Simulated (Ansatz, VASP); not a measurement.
## Two plane-wave programs on Ga3As2P

Contents of INCAR:

```
  PREC = Accurate
  ENCUT = 520
  EDIFF = 1E-6
  ISMEAR = 0
  SIGMA = 0.1
  LREAL = F
  LASPH = T
  NELM = 80
  ALGO = Normal
  ISIF = 2
  LWAVE = F
  LCHARG = F
  GGA = PE
  NBANDS = 66
```

File KPOINTS:

```
Automatic mesh
0
Gamma
  6 6 1
```

POSCAR

```
Ga3As2P
1.0
    3.9919829000      0.0000000000      0.0000000000
   -1.9959915000      3.4571586000      0.0000000000
    0.0000000000      0.0000000000     19.7518597000
Ga P As
6 2 4
Direct
    0.6666667000      0.3333333000      0.1667140000
    0.6666667000      0.3333333000      0.4967230000
    0.6666667000      0.3333333000      0.8366780000
    0.3333333000      0.6666667000      0.9967230000
    0.3333333000      0.6666667000      0.3366780000
    0.3333333000      0.6666667000      0.6667140000
    0.6666667000      0.3333333000      0.9581190000
    0.3333333000      0.6666667000      0.4581190000
    0.6666667000      0.3333333000      0.2927280000
    0.6666667000      0.3333333000      0.6230380000
    0.3333333000      0.6666667000      0.1230380000
    0.3333333000      0.6666667000      0.7927280000
```

Input for Ansatz:

```yaml
crystal:
  lattice:
    - [3.9919829, 0.0, 0.0]
    - [-1.9959915, 3.4571586, 0.0]
    - [0.0, 0.0, 19.7518597]
  atoms:
    - { symbol: Ga, position: [0.6666667, 0.3333333, 0.166714] }
    - { symbol: Ga, position: [0.6666667, 0.3333333, 0.496723] }
    - { symbol: Ga, position: [0.6666667, 0.3333333, 0.836678] }
    - { symbol: Ga, position: [0.3333333, 0.6666667, 0.996723] }
    - { symbol: Ga, position: [0.3333333, 0.6666667, 0.336678] }
    - { symbol: Ga, position: [0.3333333, 0.6666667, 0.666714] }
    - { symbol: P, position: [0.6666667, 0.3333333, 0.958119] }
    - { symbol: P, position: [0.3333333, 0.6666667, 0.458119] }
    - { symbol: As, position: [0.6666667, 0.3333333, 0.292728] }
    - { symbol: As, position: [0.6666667, 0.3333333, 0.623038] }
    - { symbol: As, position: [0.3333333, 0.6666667, 0.123038] }
    - { symbol: As, position: [0.3333333, 0.6666667, 0.792728] }
basis:
  ecutwfc: 420
kpoints:
  mp_grid: { grid: [6, 6, 1] }
hamiltonian:
  xc: pbe
scf:
  occupations: { method: gaussian, width: 0.1 }
  lower_state_search: "off"
output:
  forces: true
  stress: true
  eigenvalues: true
```

Alike in both runs: task single point; functional PBE; k mesh 6 × 6 × 1; occupations gaussian, width 0.1 eV; no spin polarisation.

|  | VASP | Ansatz |
| --- | --- | --- |
| version | VASP 6.6.1 | Ansatz 0.2.0 |
| potentials or method | VASP PAW PBE potentials, release 64 (Ga_d, P, As), cutoff 520 eV | scalar-relativistic, plane waves, PAW |
| valence electrons in the cell | 108 | 148 |

VASP gave:

* gap on the k mesh at the Fermi level (eV): 0.53
* least direct gap on the mesh (eV): 0.53
* pressure (GPa): 0.1
* traceless stress, the component that is largest in VASP (GPa): -0.07

Problem. Which values does Ansatz return?

Solution. gap on the k mesh at the Fermi level (eV): 0.53; least direct gap on the mesh (eV): 0.53; pressure (GPa): 0.0; traceless stress, the component that is largest in VASP (GPa): -0.07.

The functional is the same, so the differences come from potentials, cutoffs and numerics. VASP's potentials hold 108 valence electrons a cell and Ansatz's 148, so a difference there can come from the potentials and not from the codes.
